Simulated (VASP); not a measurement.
Wanted: the native input for a VASP 6.6.1 run.

```
Task                   : single point
Functional             : LDA
Potentials or basis    : VASP PAW LDA potentials, release 64 (Ge_d)
Cutoff                 : 520 eV
k mesh                 : 8 × 8 × 4
Occupations            : fermi-dirac, width 0.05 eV
Spin                   : no spin polarisation
Dipole correction      : no
Further INCAR settings : ALGO = Normal; EDIFF = 1e-06; NBANDS = 36
```

The structure of Ge lies in POSCAR:

```
Ge
1.0
    4.0501916895      0.0000000000      0.0000000000
   -2.0250958448      3.5075688934      0.0000000000
    0.0000000000      0.0000000000      6.6862218294
Ge
4
Direct
    0.3333333333      0.6666666667      0.9370987500
    0.6666666667      0.3333333333      0.4370987500
    0.3333333333      0.6666666667      0.5629012500
    0.6666666667      0.3333333333      0.0629012500
```

This isn't the form of Ge at room conditions, which is diamond.

One way to write it, as run:

INCAR

```
SYSTEM = Ge
PREC = Accurate ; ENCUT = 520
EDIFF = 1E-6 ; ISMEAR = -1
SIGMA = 0.05 ; LREAL = .False.
LASPH = .True. ; NELM = 80
ALGO = Normal ; ISIF = 2
LWAVE = .False. ; LCHARG = .True.
GGA = CA ; LELF = .True.
LVHAR = .True. ; NBANDS = 36
```

KPOINTS

```
regular mesh
0
Gamma
  8 8 4
  0 0 0
```

Potentials or basis: VASP PAW LDA potentials, release 64 (Ge_d).

Command:

```console
$ cat potpaw_LDA.64/Ge_d/POTCAR > POTCAR
$ mpirun -np 1 vasp_std > vasp.out
```

Results of the run:

- Pressure: -4.0 GPa
- Largest force: 0.019 eV/Å

Caveat: the cell stands under tension.

Run time: 2.2 min on 1 thread of Intel Xeon 8259CL, with other jobs on the host, peak memory 0.21 GiB.
